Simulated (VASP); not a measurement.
# SnO (P4/nmm) in VASP: notebook, part 2 of 2

VASP 6.6.1. The steps go on from the part before.

### 3 Relaxation of cell and atoms, RPBE

File INCAR:

```
SYSTEM = SnO
PREC = Accurate
ENCUT = 600
EDIFF = 1E-7
ISMEAR = -1
SIGMA = 0.05
LREAL = .False.
LASPH = .True.
NELM = 80
ALGO = Normal
ISIF = 3
LWAVE = .False.
LCHARG = .False.
GGA = RP
IBRION = 2
NSW = 60
EDIFFG = -0.01
```

File KPOINTS:

```
Automatic mesh
0
Gamma
  7 7 6
  0 0 0
```

File POSCAR:

```
SnO
1.0
    3.8136952200      0.0000000000      0.0000000000
    0.0000000000      3.8136952200      0.0000000000
    0.0000000000      0.0000000000      4.8869133000
Sn O
2 2
Direct
    0.5000000000      0.0000000000      0.7646261400
    0.0000000000      0.5000000000      0.2353738600
    0.0000000000      0.0000000000      0.0000000000
    0.5000000000      0.5000000000      0.0000000000
```

Potentials or basis: VASP PAW PBE potentials, release 64 (Sn_d, O).

Command:

```
cat potpaw_PBE.64/Sn_d/POTCAR potpaw_PBE.64/O/POTCAR > POTCAR
mpirun -np 1 vasp_std > vasp.out
```

OUTCAR:

```text
SYSTEM = SnO
   PREC = Accurate
   ENCUT = 600
   EDIFF = 1E-7
   ISMEAR = -1
   LREAL = .False.
   LASPH = .True.
   NELM = 80
   ISIF = 3
   GGA = RP
   IBRION = 2
   NSW = 60
   EDIFFG = -0.01

 ion  position               nearest neighbor table
   1  0.500  0.000  0.765-   3 2.23   4 2.23   4 2.23   3 2.23   2 3.54   2 3.54   2 3.54   2 3.54
                             2 3.74   2 3.74   2 3.74   2 3.74
   2  0.000  0.500  0.235-   3 2.23   4 2.23   3 2.23   4 2.23   1 3.54   1 3.54   1 3.54   1 3.54
                             1 3.74   1 3.74   1 3.74   1 3.74
   3  0.000  0.000  0.000-   1 2.23   2 2.23   2 2.23   1 2.23
   4  0.500  0.500  0.000-   1 2.23   2 2.23   1 2.23   2 2.23

  LATTYP: Found a simple tetragonal cell.
 ALAT       =     3.8136952200
 C/A-ratio  =     1.2814116016

  Lattice vectors:
[... 376 lines left out ...]

 number of electron      39.9999984 magnetization

 Free energy of the ion-electron system (eV)
  ---------------------------------------------------
  ext. energy  EPLUGINS =         0.00000000
  ---------------------------------------------------
  free energy    TOTEN  =       -21.27328069 eV

  energy without entropy =      -21.27328061  energy(sigma->0) =      -21.27328065

 E-fermi :   5.7925     XC(G=0):  -9.0504

 val. band max:        5.1407892562   @ k =   0.0000   0.0000   0.0000
 cond. band min:       6.4575192452   @ k =   0.4286   0.4286   0.0000
 fundamental gap:      1.3167299890
 Fermi energy:         5.7924649699

 k-point     1 :       0.0000    0.0000    0.0000
  band No.  band energies     occupation
      1     -16.4195      2.00000
      2     -16.1101      2.00000
      3     -16.0953      2.00000
      4     -16.0953      2.00000
      5     -16.0841      2.00000
      6     -16.0596      2.00000
[... 637 lines left out ...]
     23      10.6089      0.00000
     24      10.6723      0.00000

 [... further k-points ...]
[... 5 lines left out ...]
  --------------------------------------------------------------------------------------
  -------------------------------------------------------------------------------------
  Total       -0.0025986     -0.0025986      0.0010883      0.0000000     -0.0000000      0.0000000
  in kB       -0.0497778     -0.0497778      0.0208471      0.0000000     -0.0000000      0.0000000
  external PRESSURE =      -0.0262361 kB  Pullay stress =       0.0000000 kB
[... 19 lines left out ...]
  FREE ENERGIE OF THE ION-ELECTRON SYSTEM (eV)
  ---------------------------------------------------
  free  energy   TOTEN  =       -21.2732806926 eV

  energy  without entropy=      -21.2732806111  energy(sigma->0) =      -21.27328065

 reached required accuracy - stopping structural energy minimisation
```

OSZICAR:

```text
N       E                     dE             d eps       ncg     rms          rms(c)
DAV:   1     0.422495226199E+03    0.42250E+03   -0.22393E+04  1944   0.275E+03
DAV:   2     0.358589922126E+02   -0.38664E+03   -0.37939E+03  2024   0.614E+02
DAV:   3    -0.223590997079E+02   -0.58218E+02   -0.57689E+02  2296   0.202E+02
DAV:   4    -0.247683356193E+02   -0.24092E+01   -0.24063E+01  2208   0.453E+01
[... 152 lines left out ...]
DAV:   2    -0.212733544675E+02    0.20796E-03   -0.65780E-04  2664   0.332E-01    0.489E-02
DAV:   3    -0.212732900867E+02    0.64381E-04   -0.12962E-04  2488   0.208E-01    0.175E-02
DAV:   4    -0.212732828281E+02    0.72586E-05   -0.34928E-05  2928   0.619E-02    0.473E-03
DAV:   5    -0.212732807779E+02    0.20502E-05   -0.45236E-06  2432   0.298E-02    0.160E-03
DAV:   6    -0.212732806926E+02    0.85322E-07   -0.28514E-07  1688   0.809E-03
  13 F= -.21273281E+02 E0= -.21273281E+02  d E =-.111286E-02
```

Wall time 12 min (1 thread of Intel Xeon 6975P-C, shared host); peak memory 0.24 GiB.

What came out:

```yaml
Free_energy: -21.2733 eV
Relaxed_volume: 20.91 Å³/atom
Relaxed_cell: a = 3.913 Å, b = 3.913 Å, c = 5.463 Å, α = 90.00°, β = 90.00°, γ = 90.00°
Space_group_after_relaxing_to_0.05_Å: P4/nmm (No. 129)
Energy_gained_by_relaxing: 31.7 meV/atom
Ionic_steps: 13
Pressure_after_relaxing: 0.0 GPa
Band_gap_on_the_k_mesh: 1.32 eV, indirect (least direct gap 1.80 eV)
```

Forces in eV/Å, atoms in the order of the input:
```
Sn   0.000  0.000  0.002
Sn   0.000  0.000 -0.002
O    0.000  0.000  0.000
O    0.000  0.000  0.000
```

Step by step:
| step | energy change (eV) | largest force (eV/Å) | pressure (GPa) | volume (Å³) |
| --- | --- | --- | --- | --- |
| 1 | 0.0000 | 0.6408 | 6.36 | 71.08 |
| 2 | -0.0265 | 1.0882 | -3.57 | 78.58 |
| 3 | -0.0846 | 0.3627 | 0.42 | 75.01 |
| 4 | -0.0951 | 0.2313 | 0.28 | 75.83 |
| 5 | -0.1013 | 0.0452 | 0.11 | 77.06 |
| 6 | -0.1065 | 0.0303 | 0.17 | 77.54 |
| 7 | -0.1176 | 0.0180 | 0.39 | 78.93 |
| 8 | -0.1227 | 0.1223 | 1.01 | 81.65 |
| 9 | -0.1254 | 0.0043 | 0.44 | 82.63 |
| 10 | -0.1258 | 0.0640 | 0.12 | 83.21 |
| 11 | -0.1262 | 0.0495 | 0.09 | 83.31 |
| 12 | -0.1269 | 0.0112 | 0.01 | 83.58 |
| 13 | -0.1269 | 0.0022 | 0.00 | 83.64 |

Final structure:
```yaml
crystal:
  lattice:
    - [3.91270, 0.00000, 0.00000]
    - [0.00000, 3.91270, 0.00000]
    - [0.00000, 0.00000, 5.46328]
  atoms:
    - { symbol: Sn, position: [0.50000, 0.00000, 0.78618] }
    - { symbol: Sn, position: [0.00000, 0.50000, 0.21382] }
    - { symbol: O, position: [0.00000, 0.00000, 0.00000] }
    - { symbol: O, position: [0.50000, 0.50000, 0.00000] }
```

Caveat: the volume moved by over 15 % at a fixed basis, so the end points are rough; the PAW data sets were made with another functional, which shifts forces and pressure a little; spin-orbit coupling is left out, which moves the levels of the heavy elements. A k mesh can miss the band edges.

### 4 Single point, revPBE

File INCAR:

```
SYSTEM = SnO
  PREC = Accurate
  ENCUT = 910
  EDIFF = 1E-6
  ISMEAR = -1
  SIGMA = 0.05
  LREAL = .False.
  LASPH = .True.
  NELM = 120
  ALGO = Normal
  ISIF = 2
  LWAVE = .False.
  LCHARG = .False.
  GGA = RE
  NBANDS = 28
  GGA_COMPAT = .False.
```

File KPOINTS:

```
regular mesh
0
Gamma
  4 4 3
  0 0 0
```

POSCAR is that of step 3.

Potentials or basis: VASP PAW PBE potentials, release 64 (Sn_d, O_h).

Command:

```
cat potpaw_PBE.64/Sn_d/POTCAR potpaw_PBE.64/O_h/POTCAR > POTCAR
mpirun -np 1 vasp_std > vasp.out
```

Run time: 44 s. Hardware: 1 thread of Intel Xeon 6975P-C (Granite Rapids), shared host; peak memory 0.28 GiB.

It converged, with:

```
Free energy            : -21.3461 eV
Pressure               : 5.6 GPa
Largest force          : 0.617 eV/Å
Band gap on the k mesh : 0.16 eV, indirect (least direct gap 2.05 eV)
```

Forces on the atoms (eV/Å):
```
Sn   0.000  0.000 -0.617
Sn   0.000  0.000  0.617
O    0.000  0.000  0.000
O    0.000  0.000  0.000
```

Stress tensor (GPa, compression positive):
```
5.97 0.00 0.00
0.00 5.97 0.00
0.00 0.00 4.81
```

Levels at points of the mesh, in eV from the valence-band top:
```
           k point  band 17  band 18  band 19  band 20  band 21  band 22  band 23  band 24
(0.00, 0.00, 0.00)    -3.51    -3.21    -3.21     0.00     2.06     4.32     4.73     4.73
(0.50, 0.00, 0.00)    -4.87    -4.87    -2.68    -2.68     3.16     3.16     5.93     5.93
(0.50, 0.50, 0.00)    -2.56    -2.56    -1.89    -1.89     0.16     0.16     4.51     4.51
```

Caveat: the k points lie up to 0.43 Å⁻¹ apart; the cutoff is under 1.25 times the usual one of these potentials, so pressure, stress and relaxed cells hold a basis-set (Pulay) error; the PAW data sets were made with another functional, which shifts forces and pressure a little; spin-orbit coupling is left out, which moves the levels of the heavy elements. A k mesh can miss the band edges.

### 5 Single point, PBE

This run uses another cell than the first one, of 18.95 Å³/atom, 1.067 times its volume.

File INCAR:

```
SYSTEM = SnO
  ALGO = Normal
  EDIFF = 1E-6
  ENCUT = 910
  GGA = PE
  GGA_COMPAT = .FALSE.
  ISIF = 2
  ISMEAR = -1
  LASPH = .TRUE.
  LCHARG = .FALSE.
  LREAL = .FALSE.
  LWAVE = .FALSE.
  NBANDS = 28
  NELM = 120
  PREC = Accurate
  SIGMA = 0.05
```

File KPOINTS:

```
k-points
0
G
  7 7 6
  0 0 0
```

File POSCAR:

```
SnO
1.0
    3.8682795949      0.0000000000      0.0000000000
    0.0000000000      3.8682795949      0.0000000000
    0.0000000000      0.0000000000      5.0665285953
Sn O
2 2
Direct
    0.5000000000      0.0000000000      0.7712320559
    0.0000000000      0.5000000000      0.2287679441
    0.0000000000      0.0000000000      0.0000000000
    0.5000000000      0.5000000000      0.0000000000
```

Command:

```
cat potpaw_PBE.64/Sn_d/POTCAR potpaw_PBE.64/O_h/POTCAR > POTCAR
mpirun -np 1 vasp_std > vasp.out
```

Wall time 2 min (1 thread of Intel Xeon Platinum 8375C at 2.90GHz (Ice Lake), shared host); peak memory 0.35 GiB.

The run converged. Its results:

```yaml
Free_energy: -22.7397 eV
Pressure: 0.1 GPa
Largest_force: 0.070 eV/Å
Band_gap_on_the_k_mesh: 0.72 eV, indirect (least direct gap 1.91 eV)
```

Forces on the atoms (eV/Å):
```
Sn   0.000  0.000 -0.070
Sn   0.000  0.000  0.070
O    0.000  0.000  0.000
O    0.000  0.000  0.000
```

Stress tensor (GPa, compression positive):
```
0.04 0.00 0.00
0.00 0.04 0.00
0.00 0.00 0.14
```

Levels at points of the mesh, in eV from the valence-band top:
| k point | band 17 | band 18 | band 19 | band 20 | band 21 | band 22 | band 23 | band 24 |
| --- | --- | --- | --- | --- | --- | --- | --- | --- |
| (0.00, 0.00, 0.00) | -3.15 | -2.88 | -2.88 | 0.00 | 1.91 | 4.07 | 4.92 | 4.92 |
| (0.00, 0.00, 0.50) | -3.20 | -2.90 | -2.90 | -1.94 | 1.72 | 3.31 | 3.31 | 3.76 |

Caveat: the cutoff is under 1.25 times the usual one of these potentials, so pressure, stress and relaxed cells hold a basis-set (Pulay) error; spin-orbit coupling is left out, which moves the levels of the heavy elements. A k mesh can miss the band edges.

### 6 The runs side by side

| task | level | potentials or basis | cell | k mesh | cutoff (eV) | second run | gap on the mesh (eV) | pressure (GPa) | relaxed volume (Å³/atom) | largest force (eV/Å) |
| --- | --- | --- | --- | --- | --- | --- | --- | --- | --- | --- |
| relaxation of cell and atoms | LDA | VASP PAW LDA potentials, release 64 (Sn_d, O) | relaxed from a = 3.814, b = 3.814, c = 4.887 Å, 4 atoms | 7 × 7 × 6 | 600 | - | none | 0.1 | 16.38 | - |
| relaxation of cell and atoms | RPBE | VASP PAW PBE potentials, release 64 (Sn_d, O) | relaxed from a = 3.814, b = 3.814, c = 4.887 Å, 4 atoms | 7 × 7 × 6 | 600 | - | 1.32 | 0.0 | 20.91 | - |
| single point | revPBE | VASP PAW PBE potentials, release 64 (Sn_d, O_h) | a = 3.814, b = 3.814, c = 4.887 Å, 4 atoms | 4 × 4 × 3 | 910 | hard_potentials | 0.16 | 5.6 | - | 0.62 |
| single point | PBE | VASP PAW PBE potentials, release 64 (Sn_d, O_h) | a = 3.868, b = 3.868, c = 5.067 Å, 4 atoms | 7 × 7 × 6 | 910 | hard_potentials | 0.72 | 0.1 | - | 0.07 |

Alike in all rows: no spin polarisation; smearing fermi-dirac 0.05 eV.

Caveats: some runs use coarse meshes; spin-orbit coupling is left out, which moves the levels of the heavy elements; the PAW data sets were made with another functional, which shifts forces and pressure a little (some runs); the cutoff is under 1.25 times the usual one of these potentials, so pressure, stress and relaxed cells hold a basis-set (Pulay) error (some runs); the volume moved by over 15 % at a fixed basis, so the end points are rough (some runs).

Total energies depend on the potentials used, so only differences within one code and one set of settings carry meaning.
